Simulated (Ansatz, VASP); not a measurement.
## HfN in VASP and in Ansatz

File INCAR:

```
SYSTEM = HfN
PREC     = Accurate       ! precision mode
ENCUT    = 520            ! plane-wave cutoff, eV
EDIFF    = 1E-6           ! SCF threshold, eV
ISMEAR   = -1             ! smearing method
SIGMA    = 0.03           ! smearing width, eV
LREAL    = .False.        ! projectors in reciprocal space
LASPH    = .True.         ! aspherical terms in the spheres
NELM     = 80             ! most SCF steps
ALGO     = Normal         ! electronic algorithm
ISIF     = 2              ! what is computed and relaxed
LWAVE    = .False.        ! write WAVECAR
LCHARG   = .False.        ! write CHGCAR
GGA      = PE             ! functional
NBANDS   = 14             ! bands
```

Contents of KPOINTS:

```
Automatic mesh
0
Gamma
  10 10 10
  0 0 0
```

File POSCAR:

```
HfN
1.0
    0.0451800000      2.2815900000      2.2815900000
    2.2815900000      0.0451800000      2.2815900000
    2.2815900000      2.2815900000      0.0451800000
Hf N
1 1
Direct
    0.0000000000      0.0000000000      0.0000000000
    0.5000000000      0.5000000000      0.5000000000
```

Input for Ansatz:

```yaml
crystal:
  lattice:
    - [0.04518, 2.28159, 2.28159]
    - [2.28159, 0.04518, 2.28159]
    - [2.28159, 2.28159, 0.04518]
  atoms:
    - { symbol: Hf, position: [0.0, 0.0, 0.0] }
    - { symbol: "N", position: [0.5, 0.5, 0.5] }
kpoints:
  mp_grid: { grid: [10, 10, 10] }
  band_path:
    path:
      - [0.0, 0.0, 0.0]
      - [0.5, 0.5, 0.5]
      - [0.2451701269, 0.5, 0.7548298731]
      - [-0.2451701269, 0.2451701269, 0.5]
      - [0.0, 0.0, 0.5]
      - [0.0, 0.0, 0.0]
      - [-0.3725850634, 0.0, 0.3725850634]
      - [0.0, 0.3725850634, 0.6274149366]
      - [0.0, 0.5, 0.5]
    npoints: 5
scf:
  occupations: { method: fermi_dirac, width: 0.03 }
hamiltonian:
  xc: pbe
  pseudopotentials: { kind: all_electron, lapw: { basis_error: 0.001 } }
output:
  forces: true
  stress: true
  eigenvalues: true
```

Change from the starting cell: equal xy, yz and zx shear strains of +2 %.

Alike in both runs: task single point; functional PBE; k mesh 10 × 10 × 10; occupations fermi-dirac, width 0.03 eV; no spin polarisation.

|  | VASP | Ansatz |
| --- | --- | --- |
| version | VASP 6.6.1 | Ansatz 0.2.0 |
| potentials or method | VASP PAW PBE potentials, release 64 (Hf_pv, N), cutoff 520 eV | all-electron LAPW, scalar-relativistic |

VASP gave:

- pressure (GPa): 3.2
- traceless stress, the component that is largest in VASP (GPa): -2.11

Task: Which values does Ansatz return?

Result: Pressure (GPa): 5.6; traceless stress, the component that is largest in VASP (GPa): -2.11.

Ansatz ran all-electron here, and VASP with PAW potentials.

Neither program's run includes spin-orbit coupling.
